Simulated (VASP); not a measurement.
Wanted: the native input for a VASP 6.6.1 run.

```
Task                   : single point
Functional             : PBE
Potentials or basis    : VASP PAW PBE potentials, release 64 (Pb_d, S)
Cutoff                 : 500 eV
k mesh                 : 4 × 4 × 4
Occupations            : gaussian, width 0.077 eV
Spin                   : no spin polarisation
Dipole correction      : no
Further INCAR settings : ALGO = Normal; EDIFF = 1e-06; NBANDS = 17
```

The structure of PbS lies in POSCAR:

```
PbS
1.0
    3.6536590000      0.0000000000      0.0000000000
    0.0000000000      3.6536590000      0.0000000000
    0.0000000000      0.0000000000      3.6536590000
Pb S
1 1
Direct
    0.0000000000      0.0000000000      0.0000000000
    0.5000000000      0.5000000000      0.5000000000
```

One way to write it, as run:

INCAR

```
  PREC = Accurate
  ENCUT = 500
  EDIFF = 1E-6
  ISMEAR = 0
  SIGMA = 0.077
  LREAL = F
  LASPH = T
  NELM = 120
  ALGO = Normal
  ISIF = 2
  LWAVE = F
  LCHARG = F
  GGA = PE
  NBANDS = 17
  GGA_COMPAT = F
```

KPOINTS

```
Automatic mesh
0
Gamma
  4 4 4
```

Potentials or basis: VASP PAW PBE potentials, release 64 (Pb_d, S).

Command:

```bash
$ cat potpaw_PBE.64/Pb_d/POTCAR potpaw_PBE.64/S/POTCAR > POTCAR
$ mpirun -np 1 vasp_std > vasp.out
```

It gave:

- Pressure: -0.7 GPa
- Band gap on the k mesh: zero (band 10 reaches 6.00 eV, above the bottom of band 11 at 5.64 eV)

Caveat: the k points lie up to 0.43 Å⁻¹ apart; spin-orbit coupling is left out, which moves the levels of the heavy elements.

Run time: 8.9 s on 1 thread of Intel(R) Xeon(R) Platinum 8488C (Sapphire Rapids), with other jobs on the host, peak memory 0.15 GiB.
